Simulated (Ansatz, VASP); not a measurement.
Given: the input of a run of VASP 6.6.1 on Pt.

Contents of INCAR:

```
SYSTEM = Pt
PREC = Accurate
ENCUT = 520
EDIFF = 1E-7
ISMEAR = -1
SIGMA = 0.05
LREAL = .False.
LASPH = .True.
NELM = 80
ALGO = Normal
ISIF = 2
LWAVE = .False.
LCHARG = .False.
GGA = PE
NBANDS = 11
```

The input KPOINTS:

```
regular mesh
0
Gamma
  5 5 5
  0 0 0
```

POSCAR

```
Pt
1.0
    0.0000000000      1.9609000000      1.9609000000
    1.9609000000      0.0000000000      1.9609000000
    1.9609000000      1.9609000000      0.0000000000
Pt
1
Direct
    0.0000000000      0.0000000000      0.0000000000
```

Potentials or basis: VASP PAW PBE potentials, release 64 (Pt).

Launch:

```sh
$ cat potpaw_PBE.64/Pt/POTCAR > POTCAR
$ mpirun -np 1 vasp_std > vasp.out
```

Question: Set up the same calculation for Ansatz 0.2.0. Potentials there: Ansatz PAW.

Answer: As run (the cutoff follows the program's own potentials):

File input.yaml:

```yaml
crystal:
  lattice:
    - [0.0, 1.9609, 1.9609]
    - [1.9609, 0.0, 1.9609]
    - [1.9609, 1.9609, 0.0]
  atoms:
    - { symbol: Pt, position: [0.0, 0.0, 0.0] }
hamiltonian:
  xc: pbe
  pseudopotentials: { kind: paw }
kpoints:
  mp_grid: { grid: [5, 5, 5] }
scf:
  occupations: { method: fermi_dirac, width: 0.05 }
output:
  forces: true
  stress: true
  eigenvalues: true
```

Potentials or basis: Ansatz PAW.

Launch:

```console
$ ansatz run input.yaml --threads 2 --pin off --max-ram 5120MiB --backend cpu --events-out ev --progress --plain --runs-dir out
```

Both were run:

|  | VASP | Ansatz | Ansatz less VASP |
| --- | --- | --- | --- |
| gap on the k mesh at the Fermi level (eV) | none | none | - |
| pressure (GPa) | 14.7 | 15.2 | +0.54 |

A gap of «none» marks a metal or a gap that the smearing closes. The functional is the same, so the differences come from potentials, cutoffs and numerics. VASP's potentials hold 10 valence electrons a cell and Ansatz's 18, so a difference there can come from the potentials and not from the codes.

The k mesh is coarse, so the values compare programs but aren't converged. Neither program's run includes spin-orbit coupling.
